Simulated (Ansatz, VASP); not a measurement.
# Two plane-wave programs on C

```xyz
2
Lattice="0.0000 1.7657 1.7657 1.7657 0.0000 1.7657 1.7657 1.7657 0.0000" Properties=species:S:1:pos:R:3 pbc="T T T"
C     1.7657    1.7657    1.7657
C     2.6486    2.6486    2.6486
```

Alike in both runs: functional LDA; k mesh 12 × 12 × 12; occupations gaussian, width 0.02 eV; no spin polarisation.

Ansatz relaxed the structure, and its values are those at the end. VASP's run is a single point on that final structure, the one shown.

|  | VASP | Ansatz |
| --- | --- | --- |
| version | VASP 6.6.1 | Ansatz 0.2.0 |
| potentials or method | VASP PAW LDA potentials, release 64 (C_h), cutoff 910 eV | scalar-relativistic, plane waves, PAW |
| valence electrons in the cell | 8 | 8 |

```tsv
	VASP	Ansatz	Ansatz less VASP
gap on the k mesh at the Fermi level (eV)	4.20	4.20	+0.002
least direct gap on the mesh (eV)	5.63	5.62	-0.004
```

Ansatz warns that its potentials were made for another functional, while VASP's fit it. LDA's correlation is that of Perdew and Zunger in VASP and of Perdew and Wang (1992) in Ansatz.

Noted on VASP's run: the cutoff is short for stress, so the pressure is rough.
